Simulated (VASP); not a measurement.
In2O3:

```
In O
1.0
     2.74350    1.58396    4.83667
    -2.74350    1.58396    4.83667
     0.00000   -3.16792    4.83667
In O
4 6
Direct
  0.85731 0.85731 0.85731
  0.64269 0.64269 0.64269
  0.14269 0.14269 0.14269
  0.35731 0.35731 0.35731
  0.04800 0.75000 0.45200
  0.75000 0.45200 0.04800
  0.45200 0.04800 0.75000
  0.95200 0.25000 0.54800
  0.25000 0.54800 0.95200
  0.54800 0.95200 0.25000
```

Base run:

| Property | Result |
| --- | --- |
| Program | VASP 6.6.1 |
| Functional | r2SCAN |
| Potentials or basis | VASP PAW PBE potentials, release 64 (In_d, O) |
| Cutoff | 520 eV |
| k mesh | 6 × 6 × 6 |
| Occupations | fermi-dirac, width 0.05 eV |
| Spin | no spin polarisation |

Its results: band gap on the k mesh 1.90 eV, indirect (least direct gap 1.92 eV); pressure 3.2 GPa; largest force 0.128 eV/Å.

Question: The run is repeated on the same cell with these changes: functional from r2SCAN to PBE; k mesh from 6 × 6 × 6 to 3 × 3 × 3. What comes out?

Answer: Band gap on the k mesh 1.29 eV, indirect (least direct gap 1.33 eV); pressure 8.9 GPa; largest force 0.138 eV/Å.

Several settings changed at once, so the effect can't be laid on one alone.

Caveats: some runs use coarse meshes; spin-orbit coupling is left out, which moves the levels of the heavy elements; the PAW data sets were made with another functional, which shifts forces and pressure a little (some runs).

A k mesh can miss the band edges.
